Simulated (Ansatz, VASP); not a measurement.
## Y5Fe14Ni in VASP and in Ansatz

```
Fe Y Ni
1.0
     6.92360   -0.09859    0.18488
    -0.09859    6.91820    0.23985
     0.18488    0.23985    7.13822
Fe Y Ni
14 5 1
Cartesian
  5.0764 1.9129 2.4682
  5.6958 3.3382 4.5981
  6.8069 5.1985 0.5277
  4.5940 6.6708 3.1629
  3.6264 3.8551 2.8469
  0.9803 3.8147 2.3427
  0.2989 4.6946 5.4190
  6.2755 0.4082 1.6160
  1.0508 0.3699 6.7934
  2.1296 4.4757 0.3871
  5.6427 4.9195 3.1178
  4.0085 5.1541 1.0854
  5.0530 3.4030 0.3189
  2.8652 2.4378 1.2637
  2.0667 2.3824 4.8806
  4.4250 0.6929 6.9631
  3.7605 4.8042 5.3120
  1.9179 6.4639 2.2097
  6.7169 0.1060 4.4628
  0.2281 2.2132 0.4522
```

Alike in both runs: task single point; functional PBE; k mesh 3 × 4 × 3; occupations fermi-dirac, width 0.162 eV; no spin polarisation.

```csv
,VASP,Ansatz
version,VASP 6.6.1,Ansatz 0.2.0
potentials or method,"VASP PAW PBE potentials, release 64 (Fe, Y_sv, Ni), cutoff 520 eV","scalar-relativistic, plane waves, PAW"
valence electrons in the cell,177,297
```

VASP gave:

* gap on the k mesh at the Fermi level (eV): none
* rms of the force components (eV/Å): 1.008

**Question.** Which values does Ansatz return?

**Answer.** gap on the k mesh at the Fermi level (eV): none; rms of the force components (eV/Å): 1.026.

Atom by atom the forces differ by 0.024 eV/Å (rms over components). A gap of «none» marks a metal or a gap that the smearing closes. VASP's potentials hold 177 valence electrons a cell and Ansatz's 297, so a difference there can come from the potentials and not from the codes.
